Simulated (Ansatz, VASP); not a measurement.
# One calculation of Cu, two programs

INCAR

```
PREC     = Accurate       # precision mode
ENCUT    = 520            # plane-wave cutoff, eV
EDIFF    = 1E-7           # SCF threshold, eV
ISMEAR   = 1              # smearing method
SIGMA    = 0.15           # smearing width, eV
LREAL    = False          # projectors in reciprocal space
LASPH    = True           # aspherical terms in the spheres
NELM     = 60             # most SCF steps
ALGO     = Normal         # electronic algorithm
ISIF     = 2              # what is computed and relaxed
LWAVE    = False          # write WAVECAR
LCHARG   = False          # write CHGCAR
NBANDS   = 12             # bands
```

File KPOINTS:

```
Automatic mesh
0
Gamma
  14 14 14
```

The input POSCAR:

```
Cu
1.0
    0.0000000000      1.7912883644      1.7912883644
    1.7912883644      0.0000000000      1.7912883644
    1.7912883644      1.7912883644      0.0000000000
Cu
1
Direct
    0.0000000000      0.0000000000      0.0000000000
```

Input for Ansatz:

```yaml
crystal:
  lattice:
    - [0.0, 1.7912883643785547, 1.7912883643785547]
    - [1.7912883643785547, 0.0, 1.7912883643785547]
    - [1.7912883643785547, 1.7912883643785547, 0.0]
  atoms:
    - { symbol: Cu, position: [0.0, 0.0, 0.0] }
basis:
  ecutwfc: 421.77648681281397
kpoints:
  mp_grid:
    grid: [14, 14, 14]
hamiltonian:
  xc: lda
scf:
  occupations:
    method: methfessel_paxton
    width: 0.15
output:
  stress: true
```

Alike in both runs: task single point; functional LDA; k mesh 14 × 14 × 14; occupations methfessel-paxton of order 1, width 0.15 eV; no spin polarisation.

|  | VASP | Ansatz |
| --- | --- | --- |
| version | VASP 6.6.1 | Ansatz 0.2.0 |
| potentials or method | VASP PAW LDA potentials, release 64 (Cu), cutoff 520 eV | plane waves, PAW |
| valence electrons in the cell | 11 | 19 |

Ansatz gave:

```
pressure (GPa) : -8.9
```

Problem. Which values does VASP return?

Solution. Pressure (GPa): -8.1.

LDA's correlation is that of Perdew and Zunger in VASP and of Perdew and Wang (1992) in Ansatz. VASP's potentials hold 11 valence electrons a cell and Ansatz's 19, so a difference there can come from the potentials and not from the codes.
